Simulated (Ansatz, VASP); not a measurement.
# TiAl in VASP and in Ansatz

INCAR

```
  PREC = Accurate
  ENCUT = 520
  EDIFF = 1E-6
  ISMEAR = 0
  SIGMA = 0.15
  LREAL = F
  LASPH = T
  NELM = 60
  ALGO = Fast
  ISIF = 2
  LWAVE = F
  LCHARG = F
  GGA = PS
  NBANDS = 14
```

File KPOINTS:

```
regular mesh
0
Gamma
  22 22 22
```

POSCAR

```
TiAl
1.0
    3.2454352675      0.0000000000      0.0000000000
    0.0000000000      3.2454352675      0.0000000000
    0.0000000000      0.0000000000      2.9858004461
Ti Al
1 1
Direct
    0.0000000000      0.0000000000      0.0000000000
    0.5000000000      0.5000000000      0.5000000000
```

Input for Ansatz:

```yaml
crystal:
  lattice:
    - [3.2454352675, 0.0, 0.0]
    - [0.0, 3.2454352675, 0.0]
    - [0.0, 0.0, 2.9858004461]
  atoms:
    - { symbol: Ti, position: [0.0, 0.0, 0.0] }
    - { symbol: Al, position: [0.5, 0.5, 0.5] }
basis:
  ecutwfc: 420
kpoints:
  mp_grid: { grid: [22, 22, 22] }
hamiltonian:
  xc: pbesol
scf:
  occupations: { method: gaussian, width: 0.15 }
output:
  forces: true
  stress: true
  eigenvalues: true
```

Alike in both runs: task single point; functional PBEsol; k mesh 22 × 22 × 22; occupations gaussian, width 0.15 eV; no spin polarisation.

|  | VASP | Ansatz |
| --- | --- | --- |
| version | VASP 6.6.1 | Ansatz 0.2.0 |
| potentials or method | VASP PAW PBE potentials, release 64 (Ti_sv, Al), cutoff 520 eV | scalar-relativistic, plane waves, PAW |
| valence electrons in the cell | 15 | 15 |

|  | VASP | Ansatz | Ansatz less VASP |
| --- | --- | --- | --- |
| gap on the k mesh at the Fermi level (eV) | none | none | - |
| pressure (GPa) | 0.1 | 0.2 | +0.16 |
| traceless stress, the component that is largest in VASP (GPa) | -0.94 | -0.94 | +0.004 |

VASP's potentials were made for PBE, not for PBEsol. A gap of «none» marks a metal or a gap that the smearing closes. With one functional, cell and mesh, what is left measures potentials, basis and numerics.
